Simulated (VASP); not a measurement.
A run of VASP 6.6.1 is set up as follows.

POSCAR

```
KCl
1.0
    3.7704587602      0.0000000000      0.0000000000
    0.0000000000      3.7704587602      0.0000000000
    0.0000000000      0.0000000000      3.7704587602
K Cl
1 1
Direct
    0.0000000000      0.0000000000      0.0000000000
    0.5000000000      0.5000000000      0.5000000000
```

File INCAR.step1:

```
PREC = Accurate
ENCUT = 520
ISMEAR = 0
SIGMA = 0.02
LREAL = False
LASPH = True
NELM = 80
NBANDS = 15
GGA = PE
ALGO = Normal
EDIFF = 1E-4
LWAVE = True
LCHARG = False
```

File INCAR.step2:

```
PREC = Accurate
ENCUT = 520
EDIFF = 1E-6
ISMEAR = 0
SIGMA = 0.02
LREAL = False
LASPH = True
NELM = 80
ALGO = Normal
ISIF = 2
LWAVE = False
LCHARG = False
METAGGA = R2SCAN
LMIXTAU = True
NBANDS = 15
ISTART = 1
```

The input KPOINTS:

```
Automatic mesh
0
Gamma
  6 6 6
```

Potentials or basis: VASP PAW PBE potentials, release 64 (K_sv, Cl).

Run with:

```sh
$ cat potpaw_PBE.64/K_sv/POTCAR potpaw_PBE.64/Cl/POTCAR > POTCAR
$ cp INCAR.step1 INCAR
$ mpirun -np 1 vasp_std > vasp.out
$ cp INCAR.step2 INCAR
$ mpirun -np 1 vasp_std > vasp.out
```

(1) Predict the pressure.

(2) Predict the band gap on the k mesh.

Results:

(1) 0.0 GPa.

(2) 5.81 eV (least direct gap 6.03 eV).

Caveat: the PAW data sets were made with another functional, which shifts forces and pressure a little.
